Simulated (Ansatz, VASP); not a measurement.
# One calculation of TiTe2, two programs

File INCAR:

```
PREC = Accurate
ENCUT = 520
EDIFF = 1E-6
ISMEAR = 0
SIGMA = 0.1
LREAL = False
LASPH = True
NELM = 60
ALGO = Normal
ISIF = 2
LWAVE = False
LCHARG = True
GGA = PE
IVDW = 12
LELF = True
LVHAR = True
NBANDS = 19
```

File KPOINTS:

```
Automatic mesh
0
Gamma
  15 15 8
```

The input POSCAR:

```
TiTe2
1.0
    3.6966397500      0.0000000000      0.0000000000
   -1.8483198750      3.2013839321      0.0000000000
    0.0000000000      0.0000000000      6.3859021229
Ti Te
1 2
Direct
    0.0000000000      0.0000000000      0.0000000000
    0.6666666667      0.3333333333      0.2710457411
    0.3333333333      0.6666666667      0.7289542589
```

Input for Ansatz:

```yaml
crystal:
  lattice:
    - [3.69663975, 0.0, 0.0]
    - [-1.848319875, 3.2013839321, 0.0]
    - [0.0, 0.0, 6.3859021229]
  atoms:
    - { symbol: Ti, position: [0.0, 0.0, 0.0] }
    - { symbol: Te, position: [0.6666666667, 0.3333333333, 0.2710457411] }
    - { symbol: Te, position: [0.3333333333, 0.6666666667, 0.7289542589] }
basis: {}
kpoints:
  mp_grid: { grid: [15, 15, 8] }
  band_path:
    path:
      - [[0.0, 0.0, 0.0], [0.5, 0.0, 0.0], [0.33333333, 0.33333333, 0.0], [0.0, 0.0, 0.0], [0.0, 0.0, 0.5], [0.5, 0.0, 0.5], [0.33333333, 0.33333333, 0.5], [0.0, 0.0, 0.5]]
      - [[0.5, 0.0, 0.5], [0.5, 0.0, 0.0]]
      - [[0.33333333, 0.33333333, 0.5], [0.33333333, 0.33333333, 0.0]]
    npoints: 10
hamiltonian:
  xc: pbe
  dispersion: d3bj
  pseudopotentials: { kind: all_electron, lapw: {} }
scf:
  occupations: { method: gaussian, width: 0.1 }
  n_extra_bands: 7
output:
  forces: true
  stress: true
  eigenvalues: true
```

Alike in both runs: task single point; functional PBE; dispersion D3(BJ); k mesh 15 × 15 × 8; occupations gaussian, width 0.1 eV; no spin polarisation.

```csv
,VASP,Ansatz
version,VASP 6.6.1,Ansatz 0.2.0
potentials or method,"VASP PAW PBE potentials, release 64 (Ti_sv, Te), cutoff 520 eV","scalar-relativistic, all-electron LAPW"
```

```csv
,VASP,Ansatz,Ansatz less VASP
gap on the k mesh at the Fermi level (eV),none,none,-
pressure (GPa),0.0,0.0,+0.02
rms of the force components (eV/Å),0.006,0.000,-0.0054
```

Atom by atom the forces differ by 0.006 eV/Å (rms over components). A gap of «none» marks a metal or a gap that the smearing closes. Ansatz ran all-electron here, and VASP with PAW potentials.

Neither program's run includes spin-orbit coupling.
